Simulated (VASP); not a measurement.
Be2C:

```
C Be
1.0
     0.00000    2.16049    2.16049
     2.16049    0.00000    2.16049
     2.16049    2.16049    0.00000
C Be
1 2
Direct
  0.00000 0.00000 0.00000
  0.25000 0.25000 0.25000
  0.75000 0.75000 0.75000
```

Program: VASP 6.6.1. Alike in all runs: task single point; potentials or basis VASP PAW PBE potentials, release 64 (C, Be); no spin polarisation; cell as given; k mesh 6 × 6 × 6; smearing gaussian 0.01 eV.

Task: Order these runs on this cell by their band gap on the k mesh, lowest first.
A. level PBE; cutoff (eV) 600
B. level HSE06; cutoff (eV) 520; grid for exact exchange (PRECFOCK) Normal; screening parameter 0.2079 1/Å
C. level r2SCAN; cutoff (eV) 660

Result: A (1.16 eV), C (1.52 eV), B (1.90 eV).

A k mesh can miss the band edges.
